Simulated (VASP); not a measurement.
# V (Fd-3m) in VASP: notebook

The runs below take V through single point, with LDA.

Everything below comes from runs of VASP 6.6.1. Logs are shortened: lines on timing, memory, paths and dates and some standing lists are left out, and cuts for length are marked.

## (1) The cell of the first run

Symmetry: Fd-3m, No. 227, cubic system. Conventional cell: a = 4.649 Å, b = 4.649 Å, c = 4.649 Å, α = 90.00°, β = 90.00°, γ = 90.00°. V (site symmetry -43m) has 4 V at 2.01 Å within 2.7 Å.

This isn't the form of V at room conditions, which is bcc.

## (2) Single point, LDA (12.56 Å³/atom)

INCAR

```
SYSTEM = V
PREC = Accurate
ENCUT = 520
EDIFF = 1E-6
ISMEAR = -1
SIGMA = 0.05
LREAL = .False.
LASPH = .True.
NELM = 100
ALGO = Normal
ISIF = 2
LWAVE = .False.
LCHARG = .False.
NBANDS = 20
```

KPOINTS

```
regular mesh
0
Gamma
  13 13 13
  0 0 0
```

POSCAR

```
V
1.0
    0.0000000000      2.3245757878      2.3245757878
    2.3245757878      0.0000000000      2.3245757878
    2.3245757878      2.3245757878      0.0000000000
V
2
Direct
   -0.1250000000     -0.1250000000     -0.1250000000
    0.1250000000      0.1250000000      0.1250000000
```

Potentials or basis: VASP PAW LDA potentials, release 64 (V_sv).

Command:

```console
$ cat potpaw_LDA.64/V_sv/POTCAR > POTCAR
$ mpirun -np 1 vasp_std > vasp.out
```

OUTCAR:

```text
SYSTEM = V
   PREC = Accurate
   ENCUT = 520
   EDIFF = 1E-6
   ISMEAR = -1
   LREAL = .False.
   LASPH = .True.
   NELM = 100
   ISIF = 2

 ion  position               nearest neighbor table
   1  0.875  0.875  0.875-   2 2.01   2 2.01   2 2.01   2 2.01
   2  0.125  0.125  0.125-   1 2.01   1 2.01   1 2.01   1 2.01

  LATTYP: Found a face centered cubic cell.
 ALAT       =     4.6491515756

  Lattice vectors:

 A1 = (   0.0000000000,   2.3245757878,   2.3245757878)
 A2 = (   2.3245757878,   0.0000000000,   2.3245757878)
 A3 = (   2.3245757878,   2.3245757878,   0.0000000000)

Analysis of symmetry for initial positions (statically):
=====================================================================
 Subroutine PRICEL returns:
 Original cell was already a primitive cell.

 Routine SETGRP: Setting up the symmetry group for a
 face centered cubic supercell.

 Subroutine GETGRP returns: Found 48 space group operations
 (whereof 12 operations were pure point group operations)
 out of a pool of 48 trial point group operations.

The static configuration has the point symmetry D_3d.
 The point group associated with its full space group is O_h .

Analysis of symmetry for dynamics (positions and initial velocities):
=====================================================================
 Subroutine PRICEL returns:
 Original cell was already a primitive cell.

 Routine SETGRP: Setting up the symmetry group for a
 face centered cubic supercell.

 Subroutine GETGRP returns: Found 48 space group operations
 (whereof 12 operations were pure point group operations)
 out of a pool of 48 trial point group operations.

The dynamic configuration has the point symmetry D_3d.
 The point group associated with its full space group is O_h .

 Subroutine INISYM returns: Found 48 space group operations
 (whereof 12 operations are pure point group operations),
 and found     1 'primitive' translations

----------------------------------------------------------------------------------------

                                     Primitive cell

  volume of cell :      25.1224

  direct lattice vectors                    reciprocal lattice vectors
     0.000000000  2.324575788  2.324575788    -0.215093009  0.215093009  0.215093009
     2.324575788  0.000000000  2.324575788     0.215093009 -0.215093009  0.215093009
     2.324575788  2.324575788  0.000000000     0.215093009  0.215093009 -0.215093009

  length of vectors
     3.287446606  3.287446606  3.287446606     0.372552019  0.372552019  0.372552019
[... 78 lines left out ...]
   LASPH  =      T    aspherical Exc in radial PAW
   ENCUT  =  520.0 eV  38.22 Ry    6.18 a.u.   6.11  6.11  6.11*2*pi/ulx,y,z
   NELM   =    100;   NELMIN=  2; NELMDL= -5     # of ELM steps
   EDIFF  = 0.1E-05   stopping-criterion for ELM
   LREAL  =      F    real-space projection
   EDIFFG = 0.1E-04   stopping-criterion for IOM
   NSW    =      0    number of steps for IOM
   IBRION =     -1    ionic relax: 0-MD 1-quasi-New 2-CG
   NFREE  =      0    steps in history (QN), initial steepest desc. (CG)
   ISIF   =      2    stress and relaxation
   ISYM   =      2    0-nonsym 1-usesym 2-fastsym
   POTIM  = 0.5000    time-step for ionic-motion
   TEBEG  =    0.0;   TEEND  =   0.0 temperature during run
   PSTRESS=    0.0 pullay stress
   NELECT =      26.0000    total number of electrons
   NUPDOWN=      -1.0000    fix difference up-down
   EMIN   =  10.00;   EMAX   =-10.00  energy-range for DOS
   EFERMI =   0.00;   METHOD = LEGACY
   ISMEAR =    -1;   SIGMA  =   0.05  broadening in eV -4-tet -1-fermi 0-gaus
   EFERMI_NEDOS =   21; number of points for ismear=-14 and -15
   IALGO  =     38    algorithm
   IMIX   =      4    mixing-type and parameters
     AMIX     =   0.40;   BMIX     =  1.00
     AMIX_MAG =   1.60;   BMIX_MAG =  1.00
  volume/ion in A,a.u.               =      12.56        84.77
  Fermi-wavevector in a.u.,A,eV,Ry     =   1.655944  3.129280 37.309210  2.742150
  Thomas-Fermi vector in A             =   2.743953
   LORBIT       =      0    0 simple, 1 ext, 2 COOP (PROOUT), +10 PAW based schemes
   GGA     = CA    functional components
   LHFCALC =     F    Hartree Fock is set to
   AEXX    =    0.0000 exact exchange contribution
   IVDW    =     0    specifies the selected vdW correction
   LEPSILON=     F    determine dielectric tensor
   LRPA    =     F    only Hartree local field effects (RPA)
 non-spin polarized calculation
  energy-cutoff  :      520.00
  volume of cell :       25.12
 maximum number of plane-waves:       688
   NGX = 13   NGY = 13   NGZ = 13

 number of electron      25.9999983 magnetization

 Free energy of the ion-electron system (eV)
  ---------------------------------------------------
  ext. energy  EPLUGINS =         0.00000000
  ---------------------------------------------------
  free energy    TOTEN  =       -14.20364459 eV

  energy without entropy =      -14.17635641  energy(sigma->0) =      -14.19000050

 E-fermi :  10.6810     XC(G=0): -13.1934

 val. band max:       10.6801745631   @ k =  -0.3077   0.1538   0.0000
 cond. band min:      10.7042446088   @ k =   0.4615   0.1538   0.0000
 fundamental gap:      0.0240700457
 Fermi energy:        10.6809945517

 k-point     1 :       0.0000    0.0000    0.0000
  band No.  band energies     occupation
      1     -52.9949      2.00000
      2     -50.8600      2.00000
      3     -27.4655      2.00000
      4     -27.4655      2.00000
      5     -27.4655      2.00000
      6     -25.3625      2.00000
[... 541 lines left out ...]
     19      15.9069      0.00000
     20      17.9488      0.00000

 [... further k-points ...]

------------------------ aborting loop because EDIFF is reached ----------------------------------------

  FORCE on cell =-STRESS in cart. coord.  units (eV):
  Direction    XX          YY          ZZ          XY          YZ          ZX
  --------------------------------------------------------------------------------------
  -------------------------------------------------------------------------------------
  Total        6.7852522      6.7852522      6.7852522     -0.0000000     -0.0000000     -0.0000000
  in kB      432.7284527    432.7284527    432.7284527     -0.0000000     -0.0000000     -0.0000000
  external PRESSURE =     432.7284527 kB  Pullay stress =       0.0000000 kB

 VOLUME and BASIS-vectors are now :
 -----------------------------------------------------------------------------
  energy-cutoff  :      520.00
  volume of cell :       25.12
      direct lattice vectors                 reciprocal lattice vectors
     0.000000000  2.324575788  2.324575788    -0.215093009  0.215093009  0.215093009
     2.324575788  0.000000000  2.324575788     0.215093009 -0.215093009  0.215093009
     2.324575788  2.324575788  0.000000000     0.215093009  0.215093009 -0.215093009

 POSITION                                       TOTAL-FORCE (eV/Angst)
 -----------------------------------------------------------------------------------
      4.06801      4.06801      4.06801         0.000000     -0.000000      0.000000
      0.58114      0.58114      0.58114        -0.000000      0.000000     -0.000000
 -----------------------------------------------------------------------------------
    total drift:                                0.000000      0.000000      0.000000

  FREE ENERGIE OF THE ION-ELECTRON SYSTEM (eV)
  ---------------------------------------------------
  free  energy   TOTEN  =       -14.2036445943 eV

  energy  without entropy=      -14.1763564053  energy(sigma->0) =      -14.19000050
```

OSZICAR:

```text
N       E                     dE             d eps       ncg     rms          rms(c)
DAV:   1     0.340498927616E+03    0.34050E+03   -0.16408E+04  3368   0.157E+03
DAV:   2    -0.457726631562E+01   -0.34508E+03   -0.33776E+03  3424   0.503E+02
DAV:   3    -0.143295068180E+02   -0.97522E+01   -0.96122E+01  3700   0.103E+02
DAV:   4    -0.144174388516E+02   -0.87932E-01   -0.87853E-01  3560   0.102E+01
DAV:   5    -0.144186192285E+02   -0.11804E-02   -0.11804E-02  3692   0.115E+00    0.355E+01
DAV:   6    -0.142021505089E+02    0.21647E+00   -0.10239E+00  3744   0.998E+00    0.169E+01
DAV:   7    -0.142025930547E+02   -0.44255E-03   -0.18984E-02  3496   0.139E+00    0.534E+00
DAV:   8    -0.142036656782E+02   -0.10726E-02   -0.22756E-03  3660   0.364E-01    0.569E-02
DAV:   9    -0.142036490279E+02    0.16650E-04   -0.52451E-05  3544   0.905E-02    0.184E-02
DAV:  10    -0.142036446255E+02    0.44023E-05   -0.22614E-06  2952   0.179E-02    0.458E-03
DAV:  11    -0.142036445943E+02    0.31218E-07   -0.13847E-07  1784   0.398E-03
   1 F= -.14203645E+02 E0= -.14190000E+02  d E =-.272882E-01
```

stdout:

```text
POSCAR found type information on POSCAR V
 POSCAR found :  1 types and       2 ions
 scaLAPACK will be used
 LDA part: xc-table for (Slater(with rela. corr.)+CA(PZ))
 , standard interpolation
 POSCAR, INCAR and KPOINTS ok, starting setup
 FFT: planning ... GRIDC
 FFT: planning ... GRID_SOFT
 FFT: planning ... GRID
 WAVECAR not read
 entering main loop
```

Run time: 20 s. Hardware: 1 thread of Intel Xeon Platinum 8375C at 2.90GHz (Ice Lake), shared host; peak memory 0.15 GiB.

Results:

| Quantity | Value |
| --- | --- |
| Free energy | -14.2036 eV |
| Pressure | 43.3 GPa |
| Band gap on the k mesh | zero (bands 13 and 14 overlap by 2.38 eV) |

Caveat: atoms lie so close that the PAW spheres overlap strongly, which falsifies energies and pressures; the cell stands under pressure.

## (3) Single point, LDA (12.56 Å³/atom)

INCAR

```
SYSTEM = V
PREC = Accurate ; ENCUT = 520
EDIFF = 1E-7 ; ISMEAR = -1
SIGMA = 0.05 ; LREAL = .False.
LASPH = .True. ; NELM = 100
ALGO = Normal ; ISIF = 2
LWAVE = .False. ; LCHARG = .True.
GGA = CA ; LELF = .True.
LVHAR = .True. ; NBANDS = 20
```

KPOINTS

```
Automatic mesh
0
Gamma
  13 13 13
  0 0 0
```

POSCAR is that of step 2.

Potentials or basis: VASP PAW LDA potentials, release 64 (V_sv).

Command:

```console
$ cat potpaw_LDA.64/V_sv/POTCAR > POTCAR
$ mpirun -np 1 vasp_std > vasp.out
```

It took 19 s on 1 thread of Intel Xeon Platinum 8375C at 2.90GHz (Ice Lake), shared host; peak memory 0.15 GiB.

It converged, with:

* Free energy: -14.2036 eV
* Pressure: 43.3 GPa
* Band gap on the k mesh: zero (bands 13 and 14 overlap by 2.38 eV)

Levels at points of the mesh, in eV from the Fermi level:
| k point | band 10 | band 11 | band 12 | band 13 | band 14 | band 15 | band 16 | band 17 |
| --- | --- | --- | --- | --- | --- | --- | --- | --- |
| (0.00, 0.00, 0.00) | -2.51 | -2.51 | -0.99 | -0.99 | -0.99 | 2.06 | 2.06 | 2.06 |

Caveat: atoms lie so close that the PAW spheres overlap strongly, which falsifies energies and pressures; the cell stands under pressure.
